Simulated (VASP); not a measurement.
Set up this calculation in VASP 6.6.1, as the native input.

```
Task                   : single point
Functional             : PBE
Potentials or basis    : VASP PAW PBE potentials, release 64 (Si, O)
Cutoff                 : 520 eV
k mesh                 : 4 × 4 × 4
Occupations            : gaussian, width 0.05 eV
Spin                   : no spin polarisation
Dipole correction      : no
Further INCAR settings : ALGO = Normal; EDIFF = 1e-06; NBANDS = 40
```

The structure of Si4O7 (a cell with a defect) lies in POSCAR:

```
Si4O7
1.0
    5.0799801732      0.0000000000      0.0000000000
    0.0000000000      5.0799801732      0.0000000000
    0.0000000000      0.0000000000      7.0914769300
Si O
4 7
Direct
    0.2944292339      0.2944292339      0.0000000000
    0.2055707661      0.7944292339      0.2500000000
    0.7055707661      0.7055707661      0.5000000000
    0.7944292339      0.2055707661      0.7500000000
    0.4053663613      0.7409644515      0.4248320116
    0.7590355485      0.9053663613      0.6748320116
    0.5946336387      0.2590355485      0.9248320116
    0.7409644515      0.4053663613      0.5751679884
    1.0422575145      1.0701332525      0.2638456334
    0.2590355485      0.5946336387      0.0751679884
    0.0946336387      0.2409644515      0.8251679884
```

This cell differs from its parent crystal: atoms taken out, atom 9 moved 0.625 of the way to it and +0.675 Å across, host rigid.

One way to write it, as run:

INCAR

```
SYSTEM = Si4O7
PREC = Accurate ; ENCUT = 520
EDIFF = 1E-6 ; ISMEAR = 0
SIGMA = 0.05 ; LREAL = .False.
LASPH = .True. ; NELM = 80
ALGO = Normal ; ISIF = 2
LWAVE = .False. ; LCHARG = .False.
GGA = PE ; NBANDS = 40
```

KPOINTS

```
regular mesh
0
Gamma
  4 4 4
  0 0 0
```

Potentials or basis: VASP PAW PBE potentials, release 64 (Si, O).

Launch:

```bash
$ cat potpaw_PBE.64/Si/POTCAR potpaw_PBE.64/O/POTCAR > POTCAR
$ mpirun -np 1 vasp_std > vasp.out
```

Results of the run:

The pressure is -1.6 GPa, the largest force is 3.426 eV/Å and the band gap on the k mesh is 0.30 eV.

Caveat: the cell differs from its parent crystal (atoms taken out, atom 9 moved 0.625 of the way to it and +0.675 Å across, host rigid); semilocal functionals underestimate gaps, and a narrow one can read as zero.

Wall time 7.9 min on 1 thread of Intel Xeon 8259CL, with other jobs on the host, peak memory 0.38 GiB.
